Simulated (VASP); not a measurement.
# BN (P6_3mc) in VASP: a series of runs, part 2 of 2

VASP 6.6.1. The steps go on from the part before.

## (4) Single point, r2SCAN

This run uses another cell than the first one, of 5.61 Å³/atom, 0.904 times its volume.

POSCAR

```
BN
1.0
    2.5018037563      0.0000000000      0.0000000000
   -1.2509018782      2.1666256083      0.0000000000
    0.0000000000      0.0000000000      4.1405684416
N B
2 2
Direct
    0.3333333333      0.6666666667      0.1252760000
    0.6666666667      0.3333333333      0.6252760000
    0.3333333333      0.6666666667      0.4997240000
    0.6666666667      0.3333333333      0.9997240000
```

INCAR.step1

```
PREC = Accurate
ENCUT = 520
ISMEAR = -1
SIGMA = 0.05
LREAL = False
LASPH = True
NELM = 60
NBANDS = 16
GGA = PE
ALGO = Normal
EDIFF = 1E-4
LWAVE = True
LCHARG = False
```

INCAR.step2

```
PREC = Accurate
ENCUT = 520
EDIFF = 1E-6
ISMEAR = -1
SIGMA = 0.05
LREAL = False
LASPH = True
NELM = 60
ALGO = Normal
ISIF = 2
LWAVE = False
LCHARG = True
METAGGA = R2SCAN
LMIXTAU = True
LELF = True
LVHAR = True
NBANDS = 16
ISTART = 1
```

KPOINTS

```
regular mesh
0
Gamma
  12 12 6
```

Potentials or basis: VASP PAW PBE potentials, release 64 (N, B).

The run is started by

```sh
cat potpaw_PBE.64/N/POTCAR potpaw_PBE.64/B/POTCAR > POTCAR
cp INCAR.step1 INCAR
mpirun -np 1 vasp_std > vasp.out
cp INCAR.step2 INCAR
mpirun -np 1 vasp_std > vasp.out
```

OUTCAR:

```text
PREC = Accurate
   ENCUT = 520
   EDIFF = 1E-6
   ISMEAR = -1
   LREAL = False
   LASPH = True
   NELM = 60
   ISIF = 2
   METAGGA = R2SCAN
   ISTART = 1

 ion  position               nearest neighbor table
   1  0.333  0.667  0.125-   4 1.54   4 1.54   4 1.54   3 1.55
   2  0.667  0.333  0.625-   3 1.54   3 1.54   3 1.54   4 1.55
   3  0.333  0.667  0.500-   2 1.54   2 1.54   2 1.54   1 1.55
   4  0.667  0.333  1.000-   1 1.54   1 1.54   1 1.54   2 1.55

  LATTYP: Found a hexagonal cell.
 ALAT       =     2.5018037563
 C/A-ratio  =     1.6550332660

  Lattice vectors:

 A1 = (   2.5018037563,   0.0000000000,   0.0000000000)
 A2 = (  -1.2509018782,   2.1666256083,   0.0000000000)
 A3 = (   0.0000000000,   0.0000000000,   4.1405684416)

Analysis of symmetry for initial positions (statically):
=====================================================================
 Subroutine PRICEL returns:
 Original cell was already a primitive cell.

 Routine SETGRP: Setting up the symmetry group for a
 hexagonal supercell.

 Subroutine GETGRP returns: Found 12 space group operations
 (whereof  6 operations were pure point group operations)
 out of a pool of 24 trial point group operations.

The static configuration has the point symmetry C_3v.
 The point group associated with its full space group is C_6v.

Analysis of symmetry for dynamics (positions and initial velocities):
=====================================================================
 Subroutine PRICEL returns:
 Original cell was already a primitive cell.

 Routine SETGRP: Setting up the symmetry group for a
 hexagonal supercell.

 Subroutine GETGRP returns: Found 12 space group operations
 (whereof  6 operations were pure point group operations)
 out of a pool of 24 trial point group operations.

The dynamic configuration has the point symmetry C_3v.
 The point group associated with its full space group is C_6v.

 Subroutine INISYM returns: Found 12 space group operations
 (whereof  6 operations are pure point group operations),
 and found     1 'primitive' translations

----------------------------------------------------------------------------------------

                                     Primitive cell

  volume of cell :      22.4438

  direct lattice vectors                    reciprocal lattice vectors
     2.501803756  0.000000000  0.000000000     0.399711607  0.230773604  0.000000000
    -1.250901878  2.166625608  0.000000000     0.000000000  0.461547208  0.000000000
     0.000000000  0.000000000  4.140568442     0.000000000  0.000000000  0.241512733

  length of vectors
     2.501803756  2.501803756  4.140568442     0.461547208  0.461547208  0.241512733

  position of ions in fractional coordinates (direct lattice)
     0.333333333  0.666666667  0.125276000
     0.666666667  0.333333333  0.625276000
     0.333333333  0.666666667  0.499724000
     0.666666667  0.333333333  0.999724000

  ion indices of the primitive-cell ions
   primitive index   ion index
                 1           1
                 2           2
                 3           3
                 4           4

----------------------------------------------------------------------------------------

 KPOINTS: regular mesh

Automatic generation of k-mesh.
[... 25 lines left out ...]
  0.166667 -0.000000  0.000000      6.000000
  0.250000 -0.000000  0.000000      6.000000
  0.333333 -0.000000  0.000000      6.000000
  0.416667  0.000000  0.000000      6.000000
[... 16 lines left out ...]
  0.250000 -0.000000  0.166667     12.000000
  0.333333 -0.000000  0.166667     12.000000
 [... further k-points ...]
   k-points           NKPTS =     76   k-points in BZ     NKDIM =     76   number of bands    NBANDS=     16
   number of dos      NEDOS =    301   number of ions     NIONS =      4
   total plane-waves  NPLWV =  12800
   dimension x,y,z NGX =    20 NGY =   20 NGZ =   32
   dimension x,y,z NGXF=    40 NGYF=   40 NGZF=   64
   ions per type =               2   2
   NGX,Y,Z   is equivalent  to a cutoff of  13.29, 13.29, 12.85 a.u.
   NGXF,Y,Z  is equivalent  to a cutoff of  26.58, 26.58, 25.70 a.u.
 SYSTEM =  unknown system
   PREC   = accura    normal or accurate (medium, high low for compatibility)
   ISTART =      1    job   : 0-new  1-cont  2-samecut
   ICHARG =      0    charge: 1-file 2-atom 10-const
   ISPIN  =      1    spin polarized calculation?
   LNONCOLLINEAR =      F non collinear calculations
   LSORBIT =      F    spin-orbit coupling
   LASPH  =      T    aspherical Exc in radial PAW
   ENCUT  =  520.0 eV  38.22 Ry    6.18 a.u.   4.65  4.65  7.70*2*pi/ulx,y,z
   NELM   =     60;   NELMIN=  2; NELMDL=  0     # of ELM steps
   EDIFF  = 0.1E-05   stopping-criterion for ELM
   LREAL  =      F    real-space projection
   EDIFFG = 0.1E-04   stopping-criterion for IOM
   NSW    =      0    number of steps for IOM
   IBRION =     -1    ionic relax: 0-MD 1-quasi-New 2-CG
   NFREE  =      0    steps in history (QN), initial steepest desc. (CG)
   ISIF   =      2    stress and relaxation
   ISYM   =      2    0-nonsym 1-usesym 2-fastsym
   POTIM  = 0.5000    time-step for ionic-motion
   TEBEG  =    0.0;   TEEND  =   0.0 temperature during run
   PSTRESS=    0.0 pullay stress
   NELECT =      16.0000    total number of electrons
   NUPDOWN=      -1.0000    fix difference up-down
   EMIN   =  10.00;   EMAX   =-10.00  energy-range for DOS
   EFERMI =   0.00;   METHOD = LEGACY
   ISMEAR =    -1;   SIGMA  =   0.05  broadening in eV -4-tet -1-fermi 0-gaus
   EFERMI_NEDOS =   21; number of points for ismear=-14 and -15
   IALGO  =     38    algorithm
   IMIX   =      4    mixing-type and parameters
     AMIX     =   0.40;   BMIX     =  1.00
     AMIX_MAG =   1.60;   BMIX_MAG =  1.00
  volume/ion in A,a.u.               =       5.61        37.86
  Fermi-wavevector in a.u.,A,eV,Ry     =   1.462455  2.763639 29.099789  2.138774
  Thomas-Fermi vector in A             =   2.578666
   LORBIT       =      0    0 simple, 1 ext, 2 COOP (PROOUT), +10 PAW based schemes
   METAGGA = R2SCAN    functional components
   LHFCALC =     F    Hartree Fock is set to
   AEXX    =    0.0000 exact exchange contribution
   IVDW    =     0    specifies the selected vdW correction
   LEPSILON=     F    determine dielectric tensor
   LRPA    =     F    only Hartree local field effects (RPA)
 non-spin polarized calculation
  energy-cutoff  :      520.00
  volume of cell :       22.44
 maximum number of plane-waves:       622
 NGX is ok and might be reduce to    20
   NGX =  9   NGY =  9   NGZ = 15

 number of electron      15.9999998 magnetization

 Free energy of the ion-electron system (eV)
  ---------------------------------------------------
  ext. energy  EPLUGINS =         0.00000000
  ---------------------------------------------------
  free energy    TOTEN  =       -38.18215981 eV

  energy without entropy =      -38.18215981  energy(sigma->0) =      -38.18215981

 E-fermi :   9.0128     XC(G=0): -13.9102

 val. band max:        8.0648373604   @ k =   0.0000   0.0000   0.0000
 cond. band min:      13.6960291005   @ k =   0.3333   0.3333   0.0000
 fundamental gap:      5.6311917401
 Fermi energy:         9.0128306925

 k-point     1 :       0.0000    0.0000    0.0000
  band No.  band energies     occupation
      1     -14.0309      2.00000
      2      -9.5551      2.00000
      3      -3.7671      2.00000
      4       5.7447      2.00000
      5       5.7447      2.00000
      6       7.7634      2.00000
[... 433 lines left out ...]
      3      -1.4981      2.00000
      4       0.0662      2.00000
      5       1.5886      2.00000
      6       3.3621      2.00000
[... 8 lines left out ...]
     15      25.9518      0.00000
     16      26.3566      0.00000

 [... further k-points ...]

------------------------ aborting loop because EDIFF is reached ----------------------------------------

  FORCE on cell =-STRESS in cart. coord.  units (eV):
  Direction    XX          YY          ZZ          XY          YZ          ZX
  --------------------------------------------------------------------------------------
  -------------------------------------------------------------------------------------
  Total        3.1769731      3.1769731      3.1195246     -0.0000000      0.0000000      0.0000000
  in kB      226.7916371    226.7916372    222.6906156     -0.0000000      0.0000000      0.0000000
  external PRESSURE =     225.4246300 kB  Pullay stress =       0.0000000 kB

 VOLUME and BASIS-vectors are now :
 -----------------------------------------------------------------------------
  energy-cutoff  :      520.00
  volume of cell :       22.44
      direct lattice vectors                 reciprocal lattice vectors
     2.501803756  0.000000000  0.000000000     0.399711607  0.230773604  0.000000000
    -1.250901878  2.166625608  0.000000000     0.000000000  0.461547208  0.000000000
     0.000000000  0.000000000  4.140568442     0.000000000  0.000000000  0.241512733

 POSITION                                       TOTAL-FORCE (eV/Angst)
 -----------------------------------------------------------------------------------
     -0.00000      1.44442      0.51871        -0.000000      0.000000      0.028622
      1.25090      0.72221      2.58900        -0.000000      0.000000      0.028622
     -0.00000      1.44442      2.06914         0.000000      0.000000     -0.028622
      1.25090      0.72221      4.13943        -0.000000      0.000000     -0.028622
 -----------------------------------------------------------------------------------
    total drift:                               -0.000000     -0.000000      0.002065

  FREE ENERGIE OF THE ION-ELECTRON SYSTEM (eV)
  ---------------------------------------------------
  free  energy   TOTEN  =       -38.1821598116 eV

  energy  without entropy=      -38.1821598115  energy(sigma->0) =      -38.18215981
```

Run time: 39 s. Hardware: 1 thread of Intel Xeon 6975P-C (Granite Rapids), shared host; peak memory 0.15 GiB.

Results:

* Free energy: -38.1822 eV
* Pressure: 22.5 GPa
* Largest force: 0.029 eV/Å
* Band gap on the k mesh: 5.63 eV, indirect (least direct gap 9.23 eV)

Forces in eV/Å, atoms in the order of the input:
```
N    0.000  0.000  0.029
N    0.000  0.000  0.029
B    0.000  0.000 -0.029
B    0.000  0.000 -0.029
```

Levels at points of the mesh, in eV from the valence-band top:
```tsv
k point	band 6	band 7	band 8	band 9	band 10	band 11
(0.00, 0.00, 0.00)	-0.30	0.00	0.00	9.29	9.29	9.59
(0.50, 0.00, 0.00)	-5.46	-4.80	-2.31	7.49	8.76	11.64
(0.00, 0.00, 0.50)	-1.28	-1.28	-1.28	10.74	10.74	10.96
(0.50, 0.00, 0.50)	-4.13	-3.91	-3.91	7.39	7.39	11.07
```

Caveat: the PAW data sets were made with another functional, which shifts forces and pressure a little. r2SCAN opens gaps a little over a GGA but as a rule still falls short of measured ones.

## (5) The runs side by side

| level | potentials or basis | cell | gap on the mesh (eV) | pressure (GPa) | largest force (eV/Å) |
| --- | --- | --- | --- | --- | --- |
| LDA | VASP PAW LDA potentials, release 64 (N, B) | a = 2.588, b = 2.588, c = 4.282 Å, angles 90.0, 90.0, 120.0°, 4 atoms | 5.02 | -25.8 | 0.05 |
| LDA | VASP PAW LDA potentials, release 64 (N, B) | a = 2.604, b = 2.604, c = 4.310 Å, angles 90.0, 90.0, 120.0°, 4 atoms | 5.04 | -31.4 | 0.06 |
| r2SCAN | VASP PAW PBE potentials, release 64 (N, B) | a = 2.502, b = 2.502, c = 4.141 Å, angles 90.0, 90.0, 120.0°, 4 atoms | 5.63 | 22.5 | 0.03 |

Alike in all rows: task single point; no spin polarisation; k mesh 12 × 12 × 6; cutoff (eV) 520; smearing fermi-dirac 0.05 eV.

Caveats: the PAW data sets were made with another functional, which shifts forces and pressure a little (some runs).

Absolute energies hang on the potentials; compare differences alone.
